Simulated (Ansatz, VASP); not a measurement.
Two plane-wave programs on Ba

```xyz
1
Lattice="-2.5937 2.5937 2.5937 2.5937 -2.5937 2.5937 2.5937 2.5937 -2.5937" Properties=species:S:1:pos:R:3 pbc="T T T"
Ba    0.0000    0.0000    0.0000
```

Alike in both runs: task single point; functional revPBE; k mesh 14 × 14 × 14; occupations fermi-dirac, width 0.1 eV; no spin polarisation.

```csv
,VASP,Ansatz
version,VASP 6.6.1,Ansatz 0.2.0
potentials or method,"VASP PAW PBE potentials, release 64 (Ba_sv), cutoff 520 eV","plane waves (420 eV) with PAW, scalar-relativistic"
valence electrons in the cell,10,10
```

|  | VASP | Ansatz | Ansatz less VASP |
| --- | --- | --- | --- |
| pressure (GPa) | -0.2 | -0.3 | -0.03 |

VASP's potentials were made for PBE, not for revPBE.

Spin-orbit coupling is off throughout.
